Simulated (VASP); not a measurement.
# NiO (Fm-3m) in VASP: further runs

The runs below take NiO through single point, with PBE+U, RPBE.

Program: VASP 6.6.1. These are calculated values, not measurements. Logs are shortened: lines on timing, memory, paths and dates and some standing lists are left out, and cuts for length are marked.

## Step 1: The cell of the first run

It takes space group Fm-3m (No. 225, cubic). The conventional cell has a = 4.183 Å, b = 4.183 Å, c = 4.183 Å, α = 90.00°, β = 90.00°, γ = 90.00°. Ni (site symmetry m-3m) has 6 O at 2.09 Å within 2.8 Å. Within 2.8 Å of O (site symmetry m-3m) lie 6 Ni at 2.09 Å.

## Step 2: Single point, PBE+U, collinear spin, ferromagnetic start

Input file INCAR:

```
SYSTEM = NiO
ALGO = Normal
EDIFF = 1E-6
ENCUT = 700
GGA = PE
GGA_COMPAT = .False.
ISIF = 2
ISMEAR = -1
ISPIN = 2
LASPH = .True.
LCHARG = .False.
LDAU = .True.
LDAUJ = 0 0
LDAUL = 2 -1
LDAUPRINT = 1
LDAUTYPE = 2
LDAUU = 1 0
LMAXMIX = 4
LORBIT = 11
LREAL = .False.
LWAVE = .False.
MAGMOM = 1 0
NBANDS = 23
NELM = 200
PREC = Accurate
SIGMA = 0.05
```

Input file KPOINTS:

```
k-points
0
Gamma
  11 11 11
  0 0 0
```

Input file POSCAR:

```
NiO
1.0
    0.0000000000      2.0913095100      2.0913095100
    2.0913095100      0.0000000000      2.0913095100
    2.0913095100      2.0913095100      0.0000000000
Ni O
1 1
Direct
    0.0000000000      0.0000000000      0.0000000000
    0.5000000000      0.5000000000      0.5000000000
```

Potentials or basis: VASP PAW PBE potentials, release 64 (Ni_sv_GW, O).

Launch:

```console
> cat potpaw_PBE.64/Ni_sv_GW/POTCAR potpaw_PBE.64/O/POTCAR > POTCAR
> mpirun -np 1 vasp_std > vasp.out
```

OUTCAR:

```text
SYSTEM = NiO
   EDIFF = 1E-6
   ENCUT = 700
   GGA = PE
   ISIF = 2
   ISMEAR = -1
   ISPIN = 2
   LASPH = .True.
   LORBIT = 11
   LREAL = .False.
   NELM = 200
   PREC = Accurate

 ion  position               nearest neighbor table
   1  0.000  0.000  0.000-   2 2.09   2 2.09   2 2.09   2 2.09   2 2.09   2 2.09
   2  0.500  0.500  0.500-   1 2.09   1 2.09   1 2.09   1 2.09   1 2.09   1 2.09

  LATTYP: Found a face centered cubic cell.
 ALAT       =     4.1826190200

  Lattice vectors:

 A1 = (   0.0000000000,   2.0913095100,   2.0913095100)
 A2 = (   2.0913095100,   0.0000000000,   2.0913095100)
 A3 = (   2.0913095100,   2.0913095100,   0.0000000000)

Analysis of symmetry for initial positions (statically):
=====================================================================
 Subroutine PRICEL returns:
 Original cell was already a primitive cell.

 Routine SETGRP: Setting up the symmetry group for a
 face centered cubic supercell.

 Subroutine GETGRP returns: Found 48 space group operations
 (whereof 48 operations were pure point group operations)
 out of a pool of 48 trial point group operations.

The static configuration has the point symmetry O_h .

Analysis of symmetry for dynamics (positions and initial velocities):
=====================================================================
 Subroutine PRICEL returns:
 Original cell was already a primitive cell.

 Routine SETGRP: Setting up the symmetry group for a
 face centered cubic supercell.

 Subroutine GETGRP returns: Found 48 space group operations
 (whereof 48 operations were pure point group operations)
 out of a pool of 48 trial point group operations.

The dynamic configuration has the point symmetry O_h .

Analysis of structural, dynamic, and magnetic symmetry:
=====================================================================
 Subroutine PRICEL returns:
 Original cell was already a primitive cell.

 Routine SETGRP: Setting up the symmetry group for a
 face centered cubic supercell.

 Subroutine GETGRP returns: Found 48 space group operations
 (whereof 48 operations were pure point group operations)
 out of a pool of 48 trial point group operations.

The overall configuration has the point symmetry O_h .

 Subroutine INISYM returns: Found 48 space group operations
 (whereof 48 operations are pure point group operations),
 and found     1 'primitive' translations

----------------------------------------------------------------------------------------

                                     Primitive cell

  volume of cell :      18.2930

  direct lattice vectors                    reciprocal lattice vectors
     0.000000000  2.091309510  2.091309510    -0.239084649  0.239084649  0.239084649
     2.091309510  0.000000000  2.091309510     0.239084649 -0.239084649  0.239084649
     2.091309510  2.091309510  0.000000000     0.239084649  0.239084649 -0.239084649

  length of vectors
     2.957558272  2.957558272  2.957558272     0.414106759  0.414106759  0.414106759

  position of ions in fractional coordinates (direct lattice)
     0.000000000  0.000000000  0.000000000
     0.500000000  0.500000000  0.500000000

  ion indices of the primitive-cell ions
   primitive index   ion index
                 1           1
                 2           2

----------------------------------------------------------------------------------------

 KPOINTS: k-points

Automatic generation of k-mesh.
 Grid dimensions read from file:
 generate k-points for:   11   11   11

 Generating k-lattice:

  Cartesian coordinates                     Fractional coordinates (reciprocal lattice)
    -0.021734968  0.021734968  0.021734968     0.090909091  0.000000000  0.000000000
     0.021734968 -0.021734968  0.021734968     0.000000000  0.090909091  0.000000000
     0.021734968  0.021734968 -0.021734968     0.000000000  0.000000000  0.090909091

  Length of vectors
     0.037646069  0.037646069  0.037646069

  Shift w.r.t. Gamma in fractional coordinates (k-lattice)
     0.000000000  0.000000000  0.000000000

 Subroutine IBZKPT returns following result:
 ===========================================

 Found     56 irreducible k-points:

 Following reciprocal coordinates:
            Coordinates               Weight
  0.000000  0.000000  0.000000      1.000000
  0.090909  0.000000  0.000000      8.000000
  0.181818  0.000000  0.000000      8.000000
  0.272727  0.000000  0.000000      8.000000
  0.363636  0.000000  0.000000      8.000000
  0.454545  0.000000  0.000000      8.000000
[... 16 lines left out ...]
 -0.272727  0.181818  0.000000     24.000000
 -0.181818  0.181818  0.000000     12.000000
 [... further k-points ...]
   k-points           NKPTS =     56   k-points in BZ     NKDIM =     56   number of bands    NBANDS=     23
   number of dos      NEDOS =    301   number of ions     NIONS =      2
   total plane-waves  NPLWV =  21952
   dimension x,y,z NGX =    28 NGY =   28 NGZ =   28
   dimension x,y,z NGXF=    56 NGYF=   56 NGZF=   56
   ions per type =               1   1
   NGX,Y,Z   is equivalent  to a cutoff of  15.74, 15.74, 15.74 a.u.
   NGXF,Y,Z  is equivalent  to a cutoff of  31.48, 31.48, 31.48 a.u.
 SYSTEM =  NiO
   PREC   = accura    normal or accurate (medium, high low for compatibility)
   ISTART =      0    job   : 0-new  1-cont  2-samecut
   ICHARG =      2    charge: 1-file 2-atom 10-const
   ISPIN  =      2    spin polarized calculation?
   LNONCOLLINEAR =      F non collinear calculations
   LSORBIT =      F    spin-orbit coupling
   LASPH  =      T    aspherical Exc in radial PAW
   ENCUT  =  700.0 eV  51.45 Ry    7.17 a.u.   6.38  6.38  6.38*2*pi/ulx,y,z
   NELM   =    200;   NELMIN=  2; NELMDL= -5     # of ELM steps
   EDIFF  = 0.1E-05   stopping-criterion for ELM
   LREAL  =      F    real-space projection
   EDIFFG = 0.1E-04   stopping-criterion for IOM
   NSW    =      0    number of steps for IOM
   IBRION =     -1    ionic relax: 0-MD 1-quasi-New 2-CG
   NFREE  =      0    steps in history (QN), initial steepest desc. (CG)
   ISIF   =      2    stress and relaxation
   ISYM   =      2    0-nonsym 1-usesym 2-fastsym
   POTIM  = 0.5000    time-step for ionic-motion
   TEBEG  =    0.0;   TEEND  =   0.0 temperature during run
   PSTRESS=    0.0 pullay stress
   NELECT =      24.0000    total number of electrons
[... 17 lines left out ...]
   GGA     = PE    functional components
   LHFCALC =     F    Hartree Fock is set to
   AEXX    =    0.0000 exact exchange contribution
   IVDW    =     0    specifies the selected vdW correction
   LEPSILON=     F    determine dielectric tensor
   LRPA    =     F    only Hartree local field effects (RPA)
 spin polarized calculation
  energy-cutoff  :      700.00
  volume of cell :       18.29
 maximum number of plane-waves:       785
 NGX is ok and might be reduce to    28
   NGX = 13   NGY = 13   NGZ = 13

atom =   1  type =  1  l = 2

 onsite density matrix

spin component  1

  0.9267  0.0000 -0.0000 -0.0000  0.0000
  0.0000  0.9267  0.0000  0.0000 -0.0000
 -0.0000  0.0000  0.9605  0.0000  0.0000
 -0.0000  0.0000  0.0000  0.9267  0.0000
  0.0000 -0.0000  0.0000  0.0000  0.9605

spin component  2

  0.9147 -0.0000  0.0000  0.0000 -0.0000
 -0.0000  0.9147 -0.0000  0.0000  0.0000
  0.0000 -0.0000  0.1678 -0.0000  0.0000
  0.0000  0.0000 -0.0000  0.9147 -0.0000
 -0.0000  0.0000  0.0000 -0.0000  0.1678

 occupancies and eigenvectors

  o =  0.1678  v =  0.0000  0.0000  0.0000  0.0000  0.0000  0.0000 -0.0000  0.0066 -0.0000  1.0000      0.0000  0.0000  0.0000  0.0000  0.0000  0.0000  0.0000  0.0000  0.0000  0.0000
  o =  0.1678  v =  0.0000  0.0000  0.0000  0.0000  0.0000  0.0000  0.0000  1.0000  0.0000 -0.0066      0.0000  0.0000  0.0000  0.0000  0.0000  0.0000  0.0000  0.0000  0.0000  0.0000
  o =  0.9147  v =  0.0000  0.0000  0.0000  0.0000  0.0000  1.0000  0.0000  0.0000  0.0000  0.0000      0.0000  0.0000  0.0000  0.0000  0.0000  0.0000  0.0000  0.0000  0.0000  0.0000
  o =  0.9147  v =  0.0000  0.0000  0.0000  0.0000  0.0000  0.0000  0.8778  0.0000 -0.4790 -0.0000      0.0000  0.0000  0.0000  0.0000  0.0000  0.0000  0.0000  0.0000  0.0000  0.0000
  o =  0.9147  v =  0.0000  0.0000  0.0000  0.0000  0.0000  0.0000 -0.4790  0.0000 -0.8778 -0.0000      0.0000  0.0000  0.0000  0.0000  0.0000  0.0000  0.0000  0.0000  0.0000  0.0000
  o =  0.9267  v =  0.0000 -0.6525 -0.0000  0.7578 -0.0000  0.0000  0.0000  0.0000  0.0000  0.0000      0.0000  0.0000  0.0000  0.0000  0.0000  0.0000  0.0000  0.0000  0.0000  0.0000
  o =  0.9267  v =  1.0000  0.0000  0.0000  0.0000  0.0000  0.0000  0.0000  0.0000  0.0000  0.0000      0.0000  0.0000  0.0000  0.0000  0.0000  0.0000  0.0000  0.0000  0.0000  0.0000
  o =  0.9267  v =  0.0000 -0.7578 -0.0000 -0.6525  0.0000  0.0000  0.0000  0.0000  0.0000  0.0000      0.0000  0.0000  0.0000  0.0000  0.0000  0.0000  0.0000  0.0000  0.0000  0.0000
  o =  0.9605  v =  0.0000 -0.0000  0.9983  0.0000 -0.0587  0.0000  0.0000  0.0000  0.0000  0.0000      0.0000  0.0000  0.0000  0.0000  0.0000  0.0000  0.0000  0.0000  0.0000  0.0000
  o =  0.9605  v =  0.0000 -0.0000  0.0587  0.0000  0.9983  0.0000  0.0000  0.0000  0.0000  0.0000      0.0000  0.0000  0.0000  0.0000  0.0000  0.0000  0.0000  0.0000  0.0000  0.0000

 number of electron      24.0000000 magnetization       1.9822464

 Free energy of the ion-electron system (eV)
  ---------------------------------------------------
  ext. energy  EPLUGINS =         0.00000000
  ---------------------------------------------------
  free energy    TOTEN  =       -12.00084072 eV

  energy without entropy =      -11.99896250  energy(sigma->0) =      -11.99990161

 E-fermi :   6.9262     XC(G=0): -13.0165

 val. band max:        6.9248099388   @ k =   0.1818   0.1818   0.0000
 cond. band min:       7.0479729924   @ k =   0.2727   0.2727   0.0000
 fundamental gap:      0.1231630536
 Fermi energy:         6.9261719612

 spin component 1

 k-point     1 :       0.0000    0.0000    0.0000
  band No.  band energies     occupation
      1     -97.7251      1.00000
      2     -58.0964      1.00000
      3     -58.0964      1.00000
      4     -58.0964      1.00000
      5     -13.2970      1.00000
      6       3.0762      1.00000
[... 15 lines left out ...]
     22      32.3605      0.00000
     23      32.3605      0.00000
[... 575 lines left out ...]
      1     -97.7240      1.00000
      2     -58.1128      1.00000
      3     -58.1036      1.00000
      4     -58.0988      1.00000
      5     -12.4658      1.00000
      6       0.2625      1.00000
[... 15 lines left out ...]
     22      37.5665      0.00000
     23      38.7586      0.00000

 [... further k-points ...]

 spin component 2

 k-point     1 :       0.0000    0.0000    0.0000
  band No.  band energies     occupation
      1     -95.6400      1.00000
      2     -56.0621      1.00000
      3     -56.0621      1.00000
      4     -56.0620      1.00000
      5     -12.8214      1.00000
      6       4.6312      1.00000
[... 15 lines left out ...]
     22      33.3436      0.00000
     23      33.3436      0.00000
[... 575 lines left out ...]
      1     -95.6387      1.00000
      2     -56.0803      1.00000
      3     -56.0700      1.00000
      4     -56.0647      1.00000
      5     -11.9564      1.00000
      6       0.9861      1.00000
[... 15 lines left out ...]
     22      38.0642      0.00000
     23      38.8343      0.00000

 [... further k-points ...]

------------------------ aborting loop because EDIFF is reached ----------------------------------------

  FORCE on cell =-STRESS in cart. coord.  units (eV):
  Direction    XX          YY          ZZ          XY          YZ          ZX
  --------------------------------------------------------------------------------------
  -------------------------------------------------------------------------------------
  Total        0.7438645      0.7438645      0.7438645      0.0000000      0.0000000      0.0000000
  in kB       65.1507607     65.1507607     65.1507607      0.0000000      0.0000000      0.0000000
  external PRESSURE =      65.1507607 kB  Pullay stress =       0.0000000 kB

 VOLUME and BASIS-vectors are now :
 -----------------------------------------------------------------------------
  energy-cutoff  :      700.00
  volume of cell :       18.29
      direct lattice vectors                 reciprocal lattice vectors
     0.000000000  2.091309510  2.091309510    -0.239084649  0.239084649  0.239084649
     2.091309510  0.000000000  2.091309510     0.239084649 -0.239084649  0.239084649
     2.091309510  2.091309510  0.000000000     0.239084649  0.239084649 -0.239084649

 POSITION                                       TOTAL-FORCE (eV/Angst)
 -----------------------------------------------------------------------------------
      0.00000      0.00000      0.00000        -0.000000     -0.000000     -0.000000
      2.09131      2.09131      2.09131         0.000000      0.000000      0.000000
 -----------------------------------------------------------------------------------
    total drift:                                0.000000      0.000000      0.000000

  FREE ENERGIE OF THE ION-ELECTRON SYSTEM (eV)
  ---------------------------------------------------
  free  energy   TOTEN  =       -12.0008407236 eV

  energy  without entropy=      -11.9989624950  energy(sigma->0) =      -11.99990161

 total charge

# of ion       s       p       d       f       tot
--------------------------------------------------
    1        2.154   6.216   7.753   0.010  16.134
    2        1.548   3.455   0.000   0.000   5.003
--------------------------------------------------
tot          3.702   9.671   7.753   0.010  21.136

 magnetization (x)

# of ion       s       p       d       f       tot
--------------------------------------------------
    1        0.009   0.013   1.619   0.001   1.642
    2        0.029   0.264   0.000   0.000   0.293
--------------------------------------------------
tot          0.038   0.277   1.619   0.001   1.936
```

Wall time 74 s (1 thread of Intel Xeon 6975P-C (Granite Rapids), shared host); peak memory 0.22 GiB.

Results:

```yaml
Free_energy: -12.0008 eV
Pressure: 6.5 GPa
Band_gap_on_the_k_mesh: zero (filled and empty bands overlap)
Net_moment: 1.98 μB per cell
Site_moments: Ni +1.64; O +0.29 μB
Valence_electrons_inside_the_program's_atomic_spheres: Ni 16.13; O 5.00
```

Eigenvalues of the final occupation matrices:
| site | spin | trace | eigenvalues |
| --- | --- | --- | --- |
| site 1 d | 1 | 4.70 | 0.93 0.93 0.93 0.96 0.96 |
| site 1 d | 2 | 3.08 | 0.17 0.17 0.91 0.91 0.91 |

Caveat: the cell stands under pressure; a cell with one magnetic atom can't hold antiferromagnetic order, which such compounds often take. The state reached can hang on the start; a lower one may exist.

## Step 3: Single point, PBE+U, collinear spin, ferromagnetic start

Input file INCAR:

```
SYSTEM = NiO
PREC = Accurate
ENCUT = 700
EDIFF = 1E-6
ISMEAR = -1
SIGMA = 0.05
LREAL = .FALSE.
LASPH = .TRUE.
NELM = 200
ALGO = Normal
ISIF = 2
LWAVE = .FALSE.
LCHARG = .FALSE.
ISPIN = 2
MAGMOM = 1 0
LORBIT = 11
LMAXMIX = 4
LDAU = .TRUE.
LDAUTYPE = 2
LDAUL = 2 -1
LDAUU = 6 0
LDAUJ = 0 0
LDAUPRINT = 1
GGA = PE
NBANDS = 23
GGA_COMPAT = .FALSE.
```

Input file KPOINTS:

```
Automatic mesh
0
G
  11 11 11
  0 0 0
```

POSCAR is that of step 2.

Potentials or basis: VASP PAW PBE potentials, release 64 (Ni_sv_GW, O).

Launch:

```console
> cat potpaw_PBE.64/Ni_sv_GW/POTCAR potpaw_PBE.64/O/POTCAR > POTCAR
> mpirun -np 1 vasp_std > vasp.out
```

Wall time 2 min (1 thread of Intel Xeon Platinum 8259CL at 2.50GHz (Skylake/Cascade Lake), shared host); peak memory 0.22 GiB.

The run converged. Its results:

- Free energy: -10.2874 eV
- Pressure: 9.7 GPa
- Band gap on the k mesh: 2.32 eV (least direct gap 3.31 eV)
- Net moment: 2.00 μB per cell
- Site moments: Ni +1.79; O +0.18 μB
- Valence electrons inside the program's atomic spheres: Ni 16.11; O 5.04

Levels at points of the mesh, in eV from the valence-band top:
Spin up:
```tsv
k point	band 11	band 12	band 13	band 14	band 15	band 16
(0.00, 0.00, 0.00)	-1.75	-1.75	-1.75	2.32	18.46	18.90
```
Spin down:
| k point | band 8 | band 9 | band 10 | band 11 | band 12 | band 13 | band 14 | band 15 |
| --- | --- | --- | --- | --- | --- | --- | --- | --- |
| (0.00, 0.00, 0.00) | -3.49 | -1.41 | -1.41 | -1.41 | 2.64 | 2.64 | 2.67 | 18.40 |

Eigenvalues of the final occupation matrices:
| site | spin | trace | eigenvalues |
| --- | --- | --- | --- |
| site 1 d | 1 | 4.75 | 0.94 0.94 0.94 0.97 0.97 |
| site 1 d | 2 | 2.99 | 0.10 0.10 0.93 0.93 0.93 |

Caveat: the cell stands under pressure; an odd mesh through Γ misses points on the zone boundary, where band edges can lie; a cell with one magnetic atom can't hold antiferromagnetic order, which such compounds often take.

## Step 4: Single point, RPBE, collinear spin, ferromagnetic start

POSCAR is that of step 3.

Input file INCAR.step1:

```
PREC = Accurate ; ENCUT = 1000
EDIFF = 1E-6 ; ISMEAR = -1
SIGMA = 0.05 ; LREAL = F
LASPH = T ; NELM = 200
ALGO = Normal ; ISIF = 2
LWAVE = F ; LCHARG = T
ISPIN = 2 ; MAGMOM = 1 0
LMAXMIX = 4 ; GGA = RP
NBANDS = 23 ; GGA_COMPAT = F
NEDOS = 2001 ; LORBIT = 11
```

Input file KPOINTS.step1:

```
Automatic mesh
0
Gamma
  6 6 6
```

Input file INCAR.step2:

```
PREC = Accurate ; ENCUT = 1000
EDIFF = 1E-6 ; ISMEAR = -5
SIGMA = 0.05 ; LREAL = F
LASPH = T ; NELM = 200
ALGO = Normal ; ISIF = 2
LWAVE = F ; LCHARG = F
ISPIN = 2 ; MAGMOM = 1 0
LORBIT = 10 ; LMAXMIX = 4
GGA = RP ; NEDOS = 2001
ICHARG = 11 ; GGA_COMPAT = F
```

Input file KPOINTS.step2:

```
Automatic mesh
0
Gamma
  9 9 9
```

Potentials or basis: VASP PAW PBE potentials, release 64 (Ni_sv_GW, O_h).

Launch:

```console
> cat potpaw_PBE.64/Ni_sv_GW/POTCAR potpaw_PBE.64/O_h/POTCAR > POTCAR
> cp INCAR.step1 INCAR
> cp KPOINTS.step1 KPOINTS
> mpirun -np 1 vasp_std > vasp.out
> cp INCAR.step2 INCAR
> cp KPOINTS.step2 KPOINTS
> mpirun -np 1 vasp_std > vasp.out
```

It took 60 s on 1 thread of AMD EPYC 9R45 (Zen 5), shared host; peak memory 0.2 GiB.

It converged, with:

* Net moment: 1.79 μB per cell
* Site moments: Ni +1.57; O +0.23 μB
* Valence electrons inside the program's atomic spheres: Ni 16.12; O 3.36

Levels at points of the mesh, in eV from the Fermi level:
Spin up:
| k point | band 10 | band 11 | band 12 | band 13 | band 14 | band 15 | band 16 | band 17 |
| --- | --- | --- | --- | --- | --- | --- | --- | --- |
| (0.00, 0.00, 0.00) | -3.02 | -2.68 | -2.68 | -2.68 | 1.48 | 17.79 | 18.80 | 18.80 |
Spin down:
| k point | band 7 | band 8 | band 9 | band 10 | band 11 | band 12 | band 13 | band 14 | band 15 | band 16 |
| --- | --- | --- | --- | --- | --- | --- | --- | --- | --- | --- |
| (0.00, 0.00, 0.00) | -2.51 | -2.51 | -1.86 | -1.86 | -1.86 | -0.47 | -0.47 | 1.83 | 17.69 | 19.00 |

Caveat: the k points lie up to 0.43 Å⁻¹ apart; the PAW data sets were made with another functional, which shifts forces and pressure a little; a cell with one magnetic atom can't hold antiferromagnetic order, which such compounds often take; semilocal functionals often make such compounds metallic where correlation or magnetic order opens a gap, which also shifts bond lengths.

## Step 5: Summary

```csv
level,potentials or basis,U,k mesh,cutoff (eV),k mesh for the DOS,occupations for the DOS,gap on the mesh (eV),pressure (GPa),moment (μB)
PBE+U,"VASP PAW PBE potentials, release 64 (Ni_sv_GW, O)",Ni d U = 1.0 eV,11 × 11 × 11,700,-,-,none,6.5,1.98
PBE+U,"VASP PAW PBE potentials, release 64 (Ni_sv_GW, O)",Ni d U = 6.0 eV,11 × 11 × 11,700,-,-,2.32,9.7,2.00
RPBE,"VASP PAW PBE potentials, release 64 (Ni_sv_GW, O_h)",-,6 × 6 × 6,1000,9 × 9 × 9,tetrahedron,-,-,1.79
```

Alike in all rows: task single point; spin collinear, ferromagnetic start; cell as given; smearing fermi-dirac 0.05 eV.

Caveats: some runs use coarse meshes; a cell with one magnetic atom can't hold antiferromagnetic order, which such compounds often take; the cell stands under pressure (at least some runs); an odd mesh through Γ misses points on the zone boundary, where band edges can lie (at least some runs); the PAW data sets were made with another functional, which shifts forces and pressure a little (at least some runs); semilocal functionals often make such compounds metallic where correlation or magnetic order opens a gap, which also shifts bond lengths (at least some runs).

Absolute energies hang on the potentials; compare differences alone.

The gap in the log of VASP goes by the Fermi energy; the results here count the filled bands.